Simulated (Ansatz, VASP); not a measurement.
## Be: VASP beside Ansatz

```xyz
1
Lattice="1.9999 0.0000 0.0000 0.0000 1.9999 0.0000 0.0000 0.0000 1.9999" Properties=species:S:1:pos:R:3 pbc="T T T"
Be    0.0000    0.0000    0.0000
```

Change from the starting cell: volume scaled by 0.78, LAPW.

Alike in both runs: task single point; functional PBE; k mesh 20 × 20 × 20; occupations fermi-dirac, width 0.1 eV; no spin polarisation.

|  | VASP | Ansatz |
| --- | --- | --- |
| version | VASP 6.6.1 | Ansatz 0.2.0 |
| potentials or method | VASP PAW PBE potentials, release 64 (Be), cutoff 600 eV | all-electron LAPW, scalar-relativistic |

Ansatz gave:

```
pressure (GPa) : 28.5
```

**Question.** Which values does VASP return?

**Answer.** Pressure (GPa): 28.7.

Both programs put the cell under a high pressure, so it lies far from rest at this level. Ansatz ran all-electron here, and VASP with PAW potentials.
